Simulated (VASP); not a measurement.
## W3S: single point with PBE

W3S, a slab with vacuum:

```
CELL_PARAMETERS angstrom
2.75716 0.00000 0.00000
-0.91905 2.59948 0.00000
0.00000 0.00000 19.85622
ATOMIC_POSITIONS crystal
W 0.50000 0.50000 0.20145
W 0.00000 0.00000 0.31114
W 0.50000 0.50000 0.42084
S 0.83333 0.00000 0.51063
```

```json
{
 "Program": "VASP 6.6.1",
 "Task": "single point",
 "Functional": "PBE",
 "Potentials or basis": "VASP PAW PBE potentials, release 64 (W_sv, S)",
 "Cutoff": "520 eV",
 "k mesh": "10 × 10 × 1",
 "Occupations": "gaussian, width 0.1 eV",
 "Spin": "no spin polarisation"
}
```

| Quantity | Value |
| --- | --- |
| Largest force | 2.502 eV/Å |
| Band gap on the k mesh | zero (bands 24 and 25 overlap by 1.19 eV) |

Forces in eV/Å, atoms in the order of the input:
```
W    0.017  0.109  0.040
W   -0.315 -0.287 -1.136
W    0.928 -2.055  1.084
S   -0.630  2.234  0.012
```

Levels at points of the mesh, in eV from the Fermi level:
| k point | band 21 | band 22 | band 23 | band 24 | band 25 | band 26 | band 27 | band 28 |
| --- | --- | --- | --- | --- | --- | --- | --- | --- |
| (0.00, 0.00, 0.00) | -1.53 | -1.42 | -1.21 | -0.05 | 0.13 | 0.56 | 1.65 | 1.71 |
| (0.50, 0.00, 0.00) | -2.13 | -1.64 | -0.35 | 0.72 | 1.51 | 2.02 | 2.12 | 2.23 |
| (0.00, 0.50, 0.00) | -2.09 | -1.60 | -0.55 | 0.80 | 1.52 | 2.12 | 2.17 | 2.46 |
| (0.50, 0.50, 0.00) | -2.46 | -1.23 | -0.29 | 0.80 | 0.98 | 1.41 | 2.69 | 3.10 |

It took 5.7 min on 1 thread of Intel(R) Xeon(R) Platinum 8488C (Sapphire Rapids) (shared host), peak memory 0.38 GiB.

Caveat: spin-orbit coupling is left out, which moves the levels of the heavy elements.
